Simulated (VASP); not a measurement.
# RhN (CsCl type) (Pm-3m) in VASP: a series of runs

The runs below take RhN (CsCl type) through single point, with LDA.

Everything below comes from runs of VASP 6.6.1. Logs are shortened: lines on timing, memory, paths and dates and some standing lists are left out, and cuts for length are marked.

## (1) The cell of the first run

Symmetry: Pm-3m, No. 221, cubic system. The conventional cell has a = 2.135 Å, b = 2.135 Å, c = 2.135 Å, α = 90.00°, β = 90.00°, γ = 90.00°. Rh (site symmetry m-3m) has 8 N at 1.85 Å and 6 Rh at 2.13 Å within 2.5 Å. N (site symmetry m-3m) has 8 Rh at 1.85 Å and 6 N at 2.13 Å within 2.5 Å.

## (2) Single point, LDA (volume scaled by 0.52)

File INCAR:

```
SYSTEM = RhN
PREC = Accurate
ENCUT = 520
EDIFF = 1E-6
ISMEAR = -1
SIGMA = 0.1
LREAL = .False.
LASPH = .True.
NELM = 60
ALGO = Normal
ISIF = 2
LWAVE = .False.
LCHARG = .False.
GGA = CA
NBANDS = 17
```

File KPOINTS:

```
Automatic mesh
0
Gamma
  15 15 15
  0 0 0
```

File POSCAR:

```
RhN
1.0
    2.1346916135      0.0000000000      0.0000000000
    0.0000000000      2.1346916135      0.0000000000
    0.0000000000      0.0000000000      2.1346916135
Rh N
1 1
Direct
    0.0000000000      0.0000000000      0.0000000000
    0.5000000000      0.5000000000      0.5000000000
```

Potentials or basis: VASP PAW LDA potentials, release 64 (Rh_pv, N).

On the command line:

```bash
$ cat potpaw_LDA.64/Rh_pv/POTCAR potpaw_LDA.64/N/POTCAR > POTCAR
$ mpirun -np 1 vasp_std > vasp.out
```

OUTCAR:

```text
SYSTEM = RhN
   PREC = Accurate
   ENCUT = 520
   EDIFF = 1E-6
   ISMEAR = -1
   LREAL = .False.
   LASPH = .True.
   NELM = 60
   ISIF = 2
   GGA = CA

 ion  position               nearest neighbor table
   1  0.000  0.000  0.000-   2 1.85   2 1.85   2 1.85   2 1.85   2 1.85   2 1.85   2 1.85   2 1.85

   2  0.500  0.500  0.500-   1 1.85   1 1.85   1 1.85   1 1.85   1 1.85   1 1.85   1 1.85   1 1.85

  LATTYP: Found a simple cubic cell.
 ALAT       =     2.1346916135

  Lattice vectors:

 A1 = (   2.1346916135,   0.0000000000,   0.0000000000)
 A2 = (   0.0000000000,   2.1346916135,   0.0000000000)
 A3 = (   0.0000000000,   0.0000000000,   2.1346916135)

Analysis of symmetry for initial positions (statically):
=====================================================================
 Subroutine PRICEL returns:
 Original cell was already a primitive cell.

 Routine SETGRP: Setting up the symmetry group for a
 simple cubic supercell.

 Subroutine GETGRP returns: Found 48 space group operations
 (whereof 48 operations were pure point group operations)
 out of a pool of 48 trial point group operations.

The static configuration has the point symmetry O_h .

Analysis of symmetry for dynamics (positions and initial velocities):
=====================================================================
 Subroutine PRICEL returns:
 Original cell was already a primitive cell.

 Routine SETGRP: Setting up the symmetry group for a
 simple cubic supercell.

 Subroutine GETGRP returns: Found 48 space group operations
 (whereof 48 operations were pure point group operations)
 out of a pool of 48 trial point group operations.

The dynamic configuration has the point symmetry O_h .

 Subroutine INISYM returns: Found 48 space group operations
 (whereof 48 operations are pure point group operations),
 and found     1 'primitive' translations

----------------------------------------------------------------------------------------

                                     Primitive cell

  volume of cell :       9.7276

  direct lattice vectors                    reciprocal lattice vectors
     2.134691613  0.000000000  0.000000000     0.468451740  0.000000000  0.000000000
     0.000000000  2.134691613  0.000000000     0.000000000  0.468451740  0.000000000
     0.000000000  0.000000000  2.134691613     0.000000000  0.000000000  0.468451740

[... 74 lines left out ...]
   PREC   = accura    normal or accurate (medium, high low for compatibility)
   ISTART =      0    job   : 0-new  1-cont  2-samecut
   ICHARG =      2    charge: 1-file 2-atom 10-const
   ISPIN  =      1    spin polarized calculation?
   LNONCOLLINEAR =      F non collinear calculations
   LSORBIT =      F    spin-orbit coupling
   LASPH  =      T    aspherical Exc in radial PAW
   ENCUT  =  520.0 eV  38.22 Ry    6.18 a.u.   3.97  3.97  3.97*2*pi/ulx,y,z
   NELM   =     60;   NELMIN=  2; NELMDL= -5     # of ELM steps
   EDIFF  = 0.1E-05   stopping-criterion for ELM
   LREAL  =      F    real-space projection
   EDIFFG = 0.1E-04   stopping-criterion for IOM
   NSW    =      0    number of steps for IOM
   IBRION =     -1    ionic relax: 0-MD 1-quasi-New 2-CG
   NFREE  =      0    steps in history (QN), initial steepest desc. (CG)
   ISIF   =      2    stress and relaxation
   ISYM   =      2    0-nonsym 1-usesym 2-fastsym
   POTIM  = 0.5000    time-step for ionic-motion
   TEBEG  =    0.0;   TEEND  =   0.0 temperature during run
   PSTRESS=    0.0 pullay stress
   NELECT =      20.0000    total number of electrons
   NUPDOWN=      -1.0000    fix difference up-down
   EMIN   =  10.00;   EMAX   =-10.00  energy-range for DOS
   EFERMI =   0.00;   METHOD = LEGACY
   ISMEAR =    -1;   SIGMA  =   0.10  broadening in eV -4-tet -1-fermi 0-gaus
   EFERMI_NEDOS =   21; number of points for ismear=-14 and -15
   IALGO  =     38    algorithm
   IMIX   =      4    mixing-type and parameters
     AMIX     =   0.40;   BMIX     =  1.00
     AMIX_MAG =   1.60;   BMIX_MAG =  1.00
  volume/ion in A,a.u.               =       4.86        32.82
  Fermi-wavevector in a.u.,A,eV,Ry     =   2.081691  3.933826 58.960019  4.333439
  Thomas-Fermi vector in A             =   3.076536
   LORBIT       =      0    0 simple, 1 ext, 2 COOP (PROOUT), +10 PAW based schemes
   GGA     = CA    functional components
   LHFCALC =     F    Hartree Fock is set to
   AEXX    =    0.0000 exact exchange contribution
   IVDW    =     0    specifies the selected vdW correction
   LEPSILON=     F    determine dielectric tensor
   LRPA    =     F    only Hartree local field effects (RPA)
 non-spin polarized calculation
  energy-cutoff  :      520.00
  volume of cell :        9.73
 maximum number of plane-waves:       280
 NGX is ok and might be reduce to    16
   NGX =  7   NGY =  7   NGZ =  7

 number of electron      19.9999996 magnetization

 Free energy of the ion-electron system (eV)
  ---------------------------------------------------
  ext. energy  EPLUGINS =         0.00000000
  ---------------------------------------------------
  free energy    TOTEN  =        -0.68925809 eV

  energy without entropy =       -0.66363301  energy(sigma->0) =       -0.67644555

 E-fermi :  29.3582     XC(G=0): -18.9892

 val. band max:       29.3509648701   @ k =   0.2667   0.2667   0.1333
 cond. band min:      29.3765413394   @ k =   0.4000   0.2667   0.1333
 fundamental gap:      0.0255764693
 Fermi energy:        29.3581582490

 k-point     1 :       0.0000    0.0000    0.0000
  band No.  band energies     occupation
      1     -20.7436      2.00000
      2     -20.7436      2.00000
      3     -20.7436      2.00000
      4       2.6786      2.00000
      5      14.1560      2.00000
      6      14.1560      2.00000
[... 457 lines left out ...]
      4       6.4826      2.00000
      5      13.4111      2.00000
      6      16.9577      2.00000
[... 9 lines left out ...]
     16      52.3879      0.00000
     17      53.8857      0.00000

 [... further k-points ...]
[... 5 lines left out ...]
  --------------------------------------------------------------------------------------
  -------------------------------------------------------------------------------------
  Total       58.2943860     58.2943860     58.2943860      0.0000000      0.0000000     -0.0000000
  in kB     9601.3407475   9601.3407475   9601.3407475      0.0000000      0.0000000     -0.0000000
  external PRESSURE =    9601.3407475 kB  Pullay stress =       0.0000000 kB

 VOLUME and BASIS-vectors are now :
 -----------------------------------------------------------------------------
  energy-cutoff  :      520.00
  volume of cell :        9.73
      direct lattice vectors                 reciprocal lattice vectors
     2.134691613  0.000000000  0.000000000     0.468451740  0.000000000  0.000000000
     0.000000000  2.134691613  0.000000000     0.000000000  0.468451740  0.000000000
     0.000000000  0.000000000  2.134691613     0.000000000  0.000000000  0.468451740

 POSITION                                       TOTAL-FORCE (eV/Angst)
 -----------------------------------------------------------------------------------
      0.00000      0.00000      0.00000         0.000000      0.000000      0.000000
      1.06735      1.06735      1.06735         0.000000      0.000000      0.000000
 -----------------------------------------------------------------------------------
    total drift:                                0.000000      0.000000      0.000000

  FREE ENERGIE OF THE ION-ELECTRON SYSTEM (eV)
  ---------------------------------------------------
  free  energy   TOTEN  =        -0.6892580899 eV

  energy  without entropy=       -0.6636330076  energy(sigma->0) =       -0.67644555
```

OSZICAR:

```text
N       E                     dE             d eps       ncg     rms          rms(c)
DAV:   1     0.168461902200E+03    0.16846E+03   -0.11615E+04  4128   0.143E+03
DAV:   2    -0.688236238049E+00   -0.16915E+03   -0.16423E+03  4346   0.402E+02
DAV:   3    -0.356480007640E+01   -0.28766E+01   -0.28638E+01  4760   0.549E+01
DAV:   4    -0.357096236571E+01   -0.61623E-02   -0.61614E-02  4681   0.260E+00
DAV:   5    -0.357097643995E+01   -0.14074E-04   -0.14073E-04  4596   0.115E-01    0.106E+02
DAV:   6    -0.889341097101E+00    0.26816E+01   -0.49055E+00  4926   0.310E+01    0.580E+01
DAV:   7    -0.723285973584E+00    0.16606E+00   -0.10653E+00  4407   0.143E+01    0.234E+01
DAV:   8    -0.695809334093E+00    0.27477E-01   -0.31569E-02  4645   0.262E+00    0.105E+00
DAV:   9    -0.689582422880E+00    0.62269E-02   -0.93712E-03  4541   0.138E+00    0.449E-01
DAV:  10    -0.689255003926E+00    0.32742E-03   -0.89934E-04  4582   0.322E-01    0.572E-02
DAV:  11    -0.689260577876E+00   -0.55739E-05   -0.21130E-05  4332   0.515E-02    0.558E-02
DAV:  12    -0.689258112450E+00    0.24654E-05   -0.81775E-06  4738   0.302E-02    0.522E-03
DAV:  13    -0.689258089938E+00    0.22512E-07   -0.13423E-07  2201   0.398E-03
   1 F= -.68925809E+00 E0= -.67644555E+00  d E =-.256251E-01
```

stdout:

```text
POSCAR found type information on POSCAR RhN
 POSCAR found :  2 types and       2 ions
 scaLAPACK will be used
 LDA part: xc-table for (Slater(with rela. corr.)+CA(PZ))
 , standard interpolation
 POSCAR, INCAR and KPOINTS ok, starting setup
 FFT: planning ... GRIDC
 FFT: planning ... GRID_SOFT
 FFT: planning ... GRID
 WAVECAR not read
 entering main loop
```

It took 5.4 s on 1 thread of Intel Xeon 6975P-C (Granite Rapids), shared host; peak memory 0.12 GiB.

The run converged, but its numbers aren't listed here, since they failed a check.

## (3) Single point, LDA (volume scaled by 0.6)

File INCAR:

```
SYSTEM = RhN
  ALGO = Normal
  EDIFF = 1E-6
  ENCUT = 520
  ISIF = 2
  ISMEAR = -1
  LASPH = .True.
  LCHARG = .False.
  LREAL = .False.
  LWAVE = .False.
  NBANDS = 17
  NELM = 60
  PREC = Accurate
  SIGMA = 0.1
```

File KPOINTS:

```
k-points
0
Gamma
  15 15 15
  0 0 0
```

File POSCAR:

```
RhN
1.0
    2.2389846327      0.0000000000      0.0000000000
    0.0000000000      2.2389846327      0.0000000000
    0.0000000000      0.0000000000      2.2389846327
Rh N
1 1
Direct
    0.0000000000      0.0000000000      0.0000000000
    0.5000000000      0.5000000000      0.5000000000
```

Potentials or basis: VASP PAW LDA potentials, release 64 (Rh_pv, N).

On the command line:

```bash
$ cat potpaw_LDA.64/Rh_pv/POTCAR potpaw_LDA.64/N/POTCAR > POTCAR
$ mpirun -np 1 vasp_std > vasp.out
```

Run time: 8.3 s. Hardware: 1 thread of Intel Xeon 6975P-C (Granite Rapids), shared host; peak memory 0.13 GiB.

It converged, with:

```yaml
Free_energy: -7.5280 eV
Pressure: 544.4 GPa
Band_gap_on_the_k_mesh: zero (band 10 reaches 29.44 eV, above the bottom of band 11 at 22.63 eV)
```

Levels at points of the mesh, in eV from the Fermi level:
```tsv
k point	band 6	band 7	band 8	band 9	band 10	band 11	band 12	band 13	band 14	band 15
(0.00, 0.00, 0.00)	-12.53	-4.55	-4.55	-4.55	-2.06	-2.06	-2.06	11.77	18.09	20.23
```

## (4) Single point, LDA (volume scaled by 0.6)

File INCAR:

```
SYSTEM = RhN
ALGO = Normal ; EDIFF = 1E-7
ENCUT = 520 ; GGA = CA
ISIF = 2 ; ISMEAR = -1
LASPH = .True. ; LCHARG = .False.
LREAL = .False. ; LWAVE = .False.
NBANDS = 17 ; NELM = 60
PREC = Accurate ; SIGMA = 0.1
```

KPOINTS is that of step 3.

POSCAR is that of step 3.

Potentials or basis: VASP PAW LDA potentials, release 64 (Rh_pv, N).

On the command line:

```bash
$ cat potpaw_LDA.64/Rh_pv/POTCAR potpaw_LDA.64/N/POTCAR > POTCAR
$ mpirun -np 1 vasp_std > vasp.out
```

OUTCAR:

```text
SYSTEM = RhN
   EDIFF = 1E-7
   ENCUT = 520
   GGA = CA
   ISIF = 2
   ISMEAR = -1
   LASPH = .True.
   LREAL = .False.
   NELM = 60
   PREC = Accurate

 ion  position               nearest neighbor table
   1  0.000  0.000  0.000-   2 1.94   2 1.94   2 1.94   2 1.94   2 1.94   2 1.94   2 1.94   2 1.94

   2  0.500  0.500  0.500-   1 1.94   1 1.94   1 1.94   1 1.94   1 1.94   1 1.94   1 1.94   1 1.94

  LATTYP: Found a simple cubic cell.
 ALAT       =     2.2389846327

  Lattice vectors:

[... 192 lines left out ...]
      6      12.1640      2.00000
[... 457 lines left out ...]
      4       3.6207      2.00000
      5      11.0348      2.00000
      6      14.0499      2.00000
[... 9 lines left out ...]
     16      45.2967      0.00000
     17      47.4472      0.00000

 [... further k-points ...]
[... 5 lines left out ...]
  --------------------------------------------------------------------------------------
  -------------------------------------------------------------------------------------
  Total       38.1384904     38.1384904     38.1384904      0.0000000     -0.0000000      0.0000000
  in kB     5444.0329162   5444.0329162   5444.0329162      0.0000000     -0.0000000      0.0000000
  external PRESSURE =    5444.0329162 kB  Pullay stress =       0.0000000 kB

 VOLUME and BASIS-vectors are now :
 -----------------------------------------------------------------------------
  energy-cutoff  :      520.00
  volume of cell :       11.22
      direct lattice vectors                 reciprocal lattice vectors
     2.238984633  0.000000000  0.000000000     0.446631024  0.000000000  0.000000000
     0.000000000  2.238984633  0.000000000     0.000000000  0.446631024  0.000000000
     0.000000000  0.000000000  2.238984633     0.000000000  0.000000000  0.446631024

 POSITION                                       TOTAL-FORCE (eV/Angst)
 -----------------------------------------------------------------------------------
      0.00000      0.00000      0.00000         0.000000      0.000000      0.000000
      1.11949      1.11949      1.11949         0.000000      0.000000      0.000000
 -----------------------------------------------------------------------------------
    total drift:                                0.000000     -0.000000      0.000000

  FREE ENERGIE OF THE ION-ELECTRON SYSTEM (eV)
  ---------------------------------------------------
  free  energy   TOTEN  =        -7.5280035797 eV

  energy  without entropy=       -7.4975653583  energy(sigma->0) =       -7.51278447
```

stdout:

```text
POSCAR found type information on POSCAR RhN
 POSCAR found :  2 types and       2 ions
 scaLAPACK will be used
 LDA part: xc-table for (Slater(with rela. corr.)+CA(PZ))
 , standard interpolation
 POSCAR, INCAR and KPOINTS ok, starting setup
 FFT: planning ... GRIDC
 FFT: planning ... GRID_SOFT
 FFT: planning ... GRID
 WAVECAR not read
 entering main loop
```

It took 8.5 s on 1 thread of Intel Xeon 6975P-C (Granite Rapids), shared host; peak memory 0.13 GiB.

Results:

```
Free energy            : -7.5280 eV
Pressure               : 544.4 GPa
Band gap on the k mesh : zero (band 10 reaches 29.44 eV, above the bottom of band 11 at 22.63 eV)
```

Levels at points of the mesh, in eV from the Fermi level:
```tsv
k point	band 6	band 7	band 8	band 9	band 10	band 11	band 12	band 13	band 14	band 15
(0.00, 0.00, 0.00)	-12.53	-4.55	-4.55	-4.55	-2.06	-2.06	-2.06	11.77	18.09	20.23
```
